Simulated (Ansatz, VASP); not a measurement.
WSe2 in VASP and in Ansatz

```xyz
3
Lattice="3.3179 0.0000 0.0000 -1.6590 2.8734 0.0000 0.0000 0.0000 16.6581" Properties=species:S:1:pos:R:3 pbc="T T T"
W     0.0000    0.0000    0.0000
Se    0.0000    2.0289    1.7606
Se    0.0000    1.9156   14.9959
```

Alike in both runs: task single point; functional r2SCAN; k mesh 12 × 12 × 2; occupations gaussian, width 0.05 eV; no spin polarisation.

```csv
,VASP,Ansatz
version,VASP 6.6.1,Ansatz 0.2.0
potentials or method,"VASP PAW PBE potentials, release 64 (W_sv, Se), cutoff 520 eV","scalar-relativistic, plane waves, PAW"
valence electrons in the cell,26,46
```

Ansatz gave:

* gap on the k mesh at the Fermi level (eV): 1.65
* least direct gap on the mesh (eV): 1.73
* rms of the force components (eV/Å): 0.716

Task: What did VASP give for the same quantities?

Result: gap on the k mesh at the Fermi level (eV): 1.65; least direct gap on the mesh (eV): 1.72; rms of the force components (eV/Å): 0.708.

VASP's potentials were made for PBE, not for r2SCAN. Atom by atom the forces differ by 0.018 eV/Å (rms over components). VASP's potentials hold 26 valence electrons a cell and Ansatz's 46, so a difference there can come from the potentials and not from the codes.

Neither program's run includes spin-orbit coupling.
